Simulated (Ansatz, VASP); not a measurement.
HfO2 in VASP and in Ansatz

Contents of INCAR:

```
PREC = Accurate
ENCUT = 520
EDIFF = 1E-6
ISMEAR = 0
SIGMA = 0.05
LREAL = False
LASPH = True
NELM = 80
ALGO = Normal
ISIF = 2
LWAVE = False
LCHARG = True
GGA = PE
LELF = True
LVHAR = True
NBANDS = 18
```

KPOINTS

```
regular mesh
0
Gamma
  12 12 12
```

Contents of POSCAR:

```
HfO2
1.0
    0.0000000000      2.5575019374      2.5575019374
    2.5575019374      0.0000000000      2.5575019374
    2.5575019374      2.5575019374      0.0000000000
Hf O
1 2
Direct
    0.0000000000      0.0000000000      0.0000000000
    0.2500000000      0.2500000000      0.2500000000
    0.7500000000      0.7500000000      0.7500000000
```

Input for Ansatz:

```yaml
crystal:
  lattice:
    - [0.0, 2.5575019374, 2.5575019374]
    - [2.5575019374, 0.0, 2.5575019374]
    - [2.5575019374, 2.5575019374, 0.0]
  atoms:
    - { symbol: Hf, position: [0.0, 0.0, 0.0] }
    - { symbol: O, position: [0.25, 0.25, 0.25] }
    - { symbol: O, position: [0.75, 0.75, 0.75] }
basis:
  ecutwfc: 420
  ecutrho_ratio: 4
kpoints:
  mp_grid: { grid: [12, 12, 12] }
hamiltonian:
  xc: pbe
scf:
  occupations: { method: gaussian, width: 0.05 }
output:
  forces: true
  stress: true
  eigenvalues: true
```

Alike in both runs: task single point; functional PBE; k mesh 12 × 12 × 12; occupations gaussian, width 0.05 eV; no spin polarisation.

|  | VASP | Ansatz |
| --- | --- | --- |
| version | VASP 6.6.1 | Ansatz 0.2.0 |
| potentials or method | VASP PAW PBE potentials, release 64 (Hf_pv, O), cutoff 520 eV | scalar-relativistic, plane waves, PAW |
| valence electrons in the cell | 22 | 38 |

|  | VASP | Ansatz | Ansatz less VASP |
| --- | --- | --- | --- |
| gap on the k mesh at the Fermi level (eV) | 3.73 | 3.72 | -0.009 |
| least direct gap on the mesh (eV) | 3.73 | 3.72 | -0.009 |
| pressure (GPa) | -6.0 | -2.5 | +3.54 |

With one functional, cell and mesh, what is left measures potentials, basis and numerics. VASP's potentials hold 22 valence electrons a cell and Ansatz's 38, so a difference there can come from the potentials and not from the codes.

Spin-orbit coupling is off throughout.
